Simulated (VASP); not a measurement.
Here is a VASP 6.6.1 calculation.

Contents of INCAR:

```
  PREC = Accurate
  ENCUT = 520
  EDIFF = 1E-7
  ISMEAR = 1
  SIGMA = 0.1
  LREAL = False
  LASPH = True
  NELM = 150
  ALGO = Normal
  ISIF = 2
  LWAVE = False
  LCHARG = False
  ISPIN = 2
  MAGMOM = 1.5
  LORBIT = 11
  LMAXMIX = 4
  NBANDS = 15
```

The input KPOINTS:

```
Automatic mesh
0
Gamma
  17 17 17
```

Contents of POSCAR:

```
Ni
1.0
   -0.0058731333      1.7590034333      1.7590034333
    1.7590034333     -0.0058731333      1.7590034333
    1.7590034333      1.7590034333     -0.0058731333
Ni
1
Direct
    0.0000000000      0.0000000000      0.0000000000
```

Potentials or basis: VASP PAW LDA potentials, release 64 (Ni).

Launch:

```bash
$ cat potpaw_LDA.64/Ni/POTCAR > POTCAR
$ mpirun -np 1 vasp_std > vasp.out
```

(1) Predict the pressure.

(2) Estimate the site moments.

(3) Predict the net moment.

Results:

(1) -17.6 GPa.

(2) Ni +0.65 μB.

(3) 0.64 μB per cell.

Caveat: the cell stands under tension.
